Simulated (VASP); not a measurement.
Set up this calculation in VASP 6.6.1, as the native input.

- Task: single point
- Functional: LDA
- Potentials or basis: VASP PAW LDA potentials, release 64 (B)
- Cutoff: 520 eV
- k mesh: 7 × 7 × 7
- Occupations: fermi-dirac, width 0.1 eV
- Spin: no spin polarisation
- Dipole correction: no
- Further INCAR settings: ALGO = Normal; EDIFF = 1e-07; NBANDS = 22

The structure of B lies in POSCAR:

```
B
1.0
    3.6228021024      0.0000000000      0.0000000000
    0.0000000000      3.6228021024      0.0000000000
    0.0000000000      0.0000000000      3.6228021024
B
8
Direct
    0.0000000000      1.0000000000      1.0000000000
    0.5000000000      0.5000000000      0.5000000000
    0.2500000000      0.0000000000      0.5000000000
    0.7500000000      0.0000000000      0.5000000000
    0.5000000000      0.2500000000      1.0000000000
    0.5000000000      0.7500000000      1.0000000000
    1.0000000000      0.5000000000      0.2500000000
    1.0000000000      0.5000000000      0.7500000000
```

These files were run (other wordings do the same):

INCAR

```
SYSTEM = B
  PREC = Accurate
  ENCUT = 520
  EDIFF = 1E-7
  ISMEAR = -1
  SIGMA = 0.1
  LREAL = .False.
  LASPH = .True.
  NELM = 80
  ALGO = Normal
  ISIF = 2
  LWAVE = .False.
  LCHARG = .False.
  NBANDS = 22
```

KPOINTS

```
regular mesh
0
Gamma
  7 7 7
  0 0 0
```

Potentials or basis: VASP PAW LDA potentials, release 64 (B).

Run with:

```console
$ cat potpaw_LDA.64/B/POTCAR > POTCAR
$ mpirun -np 1 vasp_std > vasp.out
```

It gave:

```json
{"Pressure": "0.3 GPa", "Band gap on the k mesh": "zero (band 12 reaches 13.84 eV, above the bottom of band 13 at 10.02 eV)"}
```

Wall time 7 s on 1 thread of Intel(R) Xeon(R) 6975P-C (Granite Rapids) (shared host), peak memory 0.13 GiB.
